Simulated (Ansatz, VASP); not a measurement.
# LaSc in VASP and in Ansatz

```
CELL_PARAMETERS angstrom
3.92549 0.00000 0.00000
0.00000 3.92549 0.00000
0.00000 0.00000 3.92549
ATOMIC_POSITIONS crystal
La 0.00000 0.00000 0.00000
Sc 0.50000 0.50000 0.50000
```

Change from the starting cell: species swapped into the HfIr type (Pm-3m, No. 221).

Alike in both runs: functional PBE; k mesh 6 × 6 × 6; occupations gaussian, width 0.1 eV; no spin polarisation.

Ansatz relaxed the structure, and its values are those at the end. VASP's run is a single point on that final structure, the one shown.

|  | VASP | Ansatz |
| --- | --- | --- |
| version | VASP 6.6.1 | Ansatz 0.2.0 |
| potentials or method | VASP PAW PBE potentials, release 64 (La, Sc_sv), cutoff 520 eV | scalar-relativistic, plane waves, PAW |
| valence electrons in the cell | 22 | 22 |

|  | VASP | Ansatz | Ansatz less VASP |
| --- | --- | --- | --- |
| gap on the k mesh at the Fermi level (eV) | none | none | - |
| pressure (GPa) | 0.4 | 0.3 | -0.06 |

A gap of «none» marks a metal or a gap that the smearing closes.

Neither program's run includes spin-orbit coupling.
